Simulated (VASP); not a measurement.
Wanted: the native input for a VASP 6.6.1 run.

```yaml
Task: single point
Functional: PBE
Potentials_or_basis: VASP PAW PBE potentials, release 64 (B, Ag)
Cutoff: 520 eV
k_mesh: 13 × 13 × 10
Occupations: fermi-dirac, width 0.1 eV
Spin: no spin polarisation
Dipole_correction: no
Further_INCAR_settings: ALGO = Normal; EDIFF = 1e-06; NBANDS = 16
```

The structure of AgB2 lies in POSCAR:

```
AgB2
1.0
    3.0130280000      0.0000000000      0.0000000000
   -1.5065140000      2.6093630000      0.0000000000
    0.0000000000      0.0000000000      3.2540700000
B Ag
2 1
Direct
    0.3333000000      0.6667000000      0.5000000000
    0.6666000000      0.3333000000      0.5000000000
    0.0000000000      0.0000000000      0.0000000000
```

The input as run:

INCAR

```
PREC     = Accurate       # precision mode
ENCUT    = 520            # plane-wave cutoff, eV
EDIFF    = 1E-6           # SCF threshold, eV
ISMEAR   = -1             # smearing method
SIGMA    = 0.1            # smearing width, eV
LREAL    = F              # projectors in reciprocal space
LASPH    = T              # aspherical terms in the spheres
NELM     = 100            # most SCF steps
ALGO     = Normal         # electronic algorithm
ISIF     = 2              # what is computed and relaxed
LWAVE    = F              # write WAVECAR
LCHARG   = F              # write CHGCAR
GGA      = PE             # functional
NBANDS   = 16             # bands
```

KPOINTS

```
regular mesh
0
Gamma
  13 13 10
```

Potentials or basis: VASP PAW PBE potentials, release 64 (B, Ag).

The run is started by

```sh
$ cat potpaw_PBE.64/B/POTCAR potpaw_PBE.64/Ag/POTCAR > POTCAR
$ mpirun -np 1 vasp_std > vasp.out
```

It gave:

| Property | Result |
| --- | --- |
| Pressure | 49.0 GPa |
| Band gap on the k mesh | zero (an odd number of electrons rules out a gap without spin polarisation) |

Caveat: the cell stands under pressure.

Wall time 96 s on 1 thread of Intel Xeon 8259CL, on a shared host, peak memory 0.23 GiB.
